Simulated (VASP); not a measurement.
# TaN (P2_1) in VASP: further runs, part 2 of 2

VASP 6.6.1. Earlier steps stand in the parts before.

### Step 3. Single point, PBE (atoms displaced along several vibrational modes)

INCAR

```
SYSTEM = TaN
ALGO = Fast
EDIFF = 1E-7
ENCUT = 520
GGA = PE
ISIF = 2
ISMEAR = 0
LASPH = .True.
LCHARG = .True.
LELF = .True.
LREAL = .False.
LVHAR = .True.
LWAVE = .False.
NBANDS = 24
NELM = 100
PREC = Accurate
SIGMA = 0.15
```

KPOINTS

```
k-points
0
Gamma
  15 15 8
  0 0 0
```

POSCAR

```
TaN
1.0
    2.9168996769      0.0000000000      0.0000000000
   -1.4584498385      2.5261092205      0.0000000000
    0.0000000000      0.0000000000      5.9142266377
Ta N
2 2
Direct
   -0.0712177483     -0.0395865702      0.0000000000
    0.0712177483      0.0395865702      0.5000000000
    0.3333333333      0.6666666667      0.2500000000
    0.6666666667      0.3333333333      0.7500000000
```

Potentials or basis: VASP PAW PBE potentials, release 64 (Ta_pv, N).

Command:

```
$ cat potpaw_PBE.64/Ta_pv/POTCAR potpaw_PBE.64/N/POTCAR > POTCAR
$ mpirun -np 1 vasp_std > vasp.out
```

OUTCAR:

```text
SYSTEM = TaN
   EDIFF = 1E-7
   ENCUT = 520
   GGA = PE
   ISIF = 2
   ISMEAR = 0
   LASPH = .True.
   LREAL = .False.
   NELM = 100
   PREC = Accurate

 ion  position               nearest neighbor table
   1  0.929  0.960  0.000-   3 2.11   4 2.17   4 2.19   3 2.31   3 2.32   4 2.38   2 2.98   2 2.98

   2  0.071  0.040  0.500-   4 2.11   3 2.17   3 2.19   4 2.31   4 2.32   3 2.38   1 2.98   1 2.98

   3  0.333  0.667  0.250-   1 2.11   2 2.17   2 2.19   1 2.31   1 2.32   2 2.38
   4  0.667  0.333  0.750-   2 2.11   1 2.17   1 2.19   2 2.31   2 2.32   1 2.38

  LATTYP: Found a hexagonal cell.
 ALAT       =     2.9168996769
 C/A-ratio  =     2.0275728660

  Lattice vectors:

 A1 = (   2.9168996769,   0.0000000000,   0.0000000000)
 A2 = (  -1.4584498385,   2.5261092205,   0.0000000000)
 A3 = (   0.0000000000,   0.0000000000,   5.9142266377)

Analysis of symmetry for initial positions (statically):
=====================================================================
 Subroutine PRICEL returns:
 Original cell was already a primitive cell.

 Routine SETGRP: Setting up the symmetry group for a
 hexagonal supercell.

 Subroutine GETGRP returns: Found  2 space group operations
 (whereof  1 operations were pure point group operations)
 out of a pool of 24 trial point group operations.

The static configuration has the point symmetry C_1 .
 The point group associated with its full space group is C_2 .

Analysis of symmetry for dynamics (positions and initial velocities):
=====================================================================
 Subroutine PRICEL returns:
 Original cell was already a primitive cell.

 Routine SETGRP: Setting up the symmetry group for a
 hexagonal supercell.

 Subroutine GETGRP returns: Found  2 space group operations
 (whereof  1 operations were pure point group operations)
[... 124 lines left out ...]
   IALGO  =     68    algorithm
   IMIX   =      4    mixing-type and parameters
     AMIX     =   0.40;   BMIX     =  1.00
     AMIX_MAG =   1.60;   BMIX_MAG =  1.00
  volume/ion in A,a.u.               =      10.89        73.52
  Fermi-wavevector in a.u.,A,eV,Ry     =   1.476956  2.791043 29.679746  2.181400
  Thomas-Fermi vector in A             =   2.591419
   LORBIT       =      0    0 simple, 1 ext, 2 COOP (PROOUT), +10 PAW based schemes
   GGA     = PE    functional components
   LHFCALC =     F    Hartree Fock is set to
   AEXX    =    0.0000 exact exchange contribution
   IVDW    =     0    specifies the selected vdW correction
   LEPSILON=     F    determine dielectric tensor
   LRPA    =     F    only Hartree local field effects (RPA)
 non-spin polarized calculation
 RMM-DIIS sequential band-by-band and
 Gauss-broadening in eV      SIGMA  =   0.15
  energy-cutoff  :      520.00
  volume of cell :       43.58
 maximum number of plane-waves:      1221
 NGX is ok and might be reduce to    24
   NGX = 11   NGY = 11   NGZ = 21

 number of electron      32.0000000 magnetization

 Free energy of the ion-electron system (eV)
  ---------------------------------------------------
  ext. energy  EPLUGINS =         0.00000000
  ---------------------------------------------------
  free energy    TOTEN  =       -43.60959450 eV

  energy without entropy =      -43.59423705  energy(sigma->0) =      -43.60191578

 E-fermi :   8.1944     XC(G=0): -13.2770

 val. band max:        8.1887135291   @ k =   0.0667   0.0667   0.1250
 cond. band min:       8.1958077966   @ k =  -0.0667   0.2000   0.0000
 fundamental gap:      0.0070942675
 Fermi energy:         8.1944435374

 k-point     1 :       0.0000    0.0000    0.0000
  band No.  band energies     occupation
      1     -27.4190      2.00000
      2     -26.7053      2.00000
      3     -26.4243      2.00000
      4     -26.4135      2.00000
      5     -26.3821      2.00000
      6     -26.3599      2.00000
[... 637 lines left out ...]
     23      12.6733      0.00000
     24      13.6619      0.00000

 [... further k-points ...]

------------------------ aborting loop because EDIFF is reached ----------------------------------------

  FORCE on cell =-STRESS in cart. coord.  units (eV):
  Direction    XX          YY          ZZ          XY          YZ          ZX
  --------------------------------------------------------------------------------------
  -------------------------------------------------------------------------------------
  Total        1.2889585      1.0160646      2.2886435      0.3310856      0.0000000      0.0000000
  in kB       47.3890421     37.3559973     84.1428360     12.1724881      0.0000000      0.0000000
  external PRESSURE =      56.2959585 kB  Pullay stress =       0.0000000 kB

 VOLUME and BASIS-vectors are now :
 -----------------------------------------------------------------------------
  energy-cutoff  :      520.00
  volume of cell :       43.58
      direct lattice vectors                 reciprocal lattice vectors
     2.916899677  0.000000000  0.000000000     0.342829754  0.197932851  0.000000000
    -1.458449838  2.526109220  0.000000000     0.000000000  0.395865702  0.000000000
     0.000000000  0.000000000  5.914226638     0.000000000  0.000000000  0.169083815

 POSITION                                       TOTAL-FORCE (eV/Angst)
 -----------------------------------------------------------------------------------
      1.30845      2.42611      0.00000         1.873548      1.249043     -0.053632
      0.15000      0.10000      2.95711        -1.873548     -1.249043     -0.053632
     -0.00000      1.68407      1.47856        -0.162496     -0.067955      0.053632
      1.45845      0.84204      4.43567         0.162496      0.067955      0.053632
 -----------------------------------------------------------------------------------
    total drift:                               -0.000000     -0.000000     -0.000008

  FREE ENERGIE OF THE ION-ELECTRON SYSTEM (eV)
  ---------------------------------------------------
  free  energy   TOTEN  =       -43.6095945042 eV

  energy  without entropy=      -43.5942370483  energy(sigma->0) =      -43.60191578
```

OSZICAR:

```text
N       E                     dE             d eps       ncg     rms          rms(c)
DAV:   1     0.262727191351E+03    0.26273E+03   -0.16984E+04 27120   0.140E+03
DAV:   2    -0.359175070864E+02   -0.29864E+03   -0.28406E+03 32712   0.406E+02
DAV:   3    -0.488886169488E+02   -0.12971E+02   -0.12758E+02 34616   0.821E+01
DAV:   4    -0.490453228305E+02   -0.15671E+00   -0.15633E+00 30576   0.941E+00
DAV:   5    -0.490474483275E+02   -0.21255E-02   -0.21248E-02 34936   0.907E-01    0.326E+01
RMM:   6    -0.437626538625E+02    0.52848E+01   -0.15650E+01 34625   0.198E+01    0.146E+01
RMM:   7    -0.436196308499E+02    0.14302E+00   -0.15238E+00 35235   0.821E+00    0.832E+00
RMM:   8    -0.436050772344E+02    0.14554E-01   -0.44750E-01 36642   0.340E+00    0.900E-01
RMM:   9    -0.436096677837E+02   -0.45905E-02   -0.94005E-02 38842   0.140E+00    0.397E-01
RMM:  10    -0.436094268221E+02    0.24096E-03   -0.92887E-03 37437   0.581E-01    0.114E-01
RMM:  11    -0.436095678462E+02   -0.14102E-03   -0.20800E-03 38357   0.251E-01    0.581E-02
RMM:  12    -0.436095894333E+02   -0.21587E-04   -0.34216E-04 38963   0.993E-02    0.209E-02
RMM:  13    -0.436095933304E+02   -0.38970E-05   -0.63771E-05 38745   0.437E-02    0.391E-03
RMM:  14    -0.436095941989E+02   -0.86852E-06   -0.92232E-06 39206   0.183E-02    0.187E-03
RMM:  15    -0.436095945095E+02   -0.31063E-06   -0.13560E-06 35526   0.761E-03    0.102E-03
RMM:  16    -0.436095945042E+02    0.53324E-08   -0.28479E-07 26758   0.366E-03
   1 F= -.43609595E+02 E0= -.43601916E+02  d E =-.153575E-01
```

stdout:

```text
POSCAR found type information on POSCAR TaN
 POSCAR found :  2 types and       4 ions
 scaLAPACK will be used
 LDA part: xc-table for (Slater+PW92), standard interpolation
 POSCAR, INCAR and KPOINTS ok, starting setup
 FFT: planning ... GRIDC
 FFT: planning ... GRID_SOFT
 FFT: planning ... GRID
 WAVECAR not read
 entering main loop
WARNING in EDDRMM: call to ZHEGV failed, returncode =   8  4     24
```

Wall time 13 min (1 thread of Oxide Virtual Turin-like, shared host); peak memory 0.54 GiB.

Results:

| Quantity | Value |
| --- | --- |
| Free energy | -43.6096 eV |
| Pressure | 5.6 GPa |
| Largest force | 2.252 eV/Å |
| Band gap on the k mesh | zero (bands 16 and 17 overlap by 0.66 eV) |

Forces in eV/Å, atoms in the order of the input:
```
Ta   1.874  1.249 -0.054
Ta  -1.874 -1.249 -0.054
N   -0.162 -0.068  0.054
N    0.162  0.068  0.054
```

Stress tensor (GPa, compression positive):
```
4.74 1.22 0.00
1.22 3.74 0.00
0.00 0.00 8.41
```

Caveat: the cell differs from its parent crystal (atoms displaced along several vibrational modes); the cell stands under pressure; spin-orbit coupling is left out, which moves the levels of the heavy elements; forces of over 1 eV/Å act on the atoms, so gaps and moduli don't describe the material at rest.
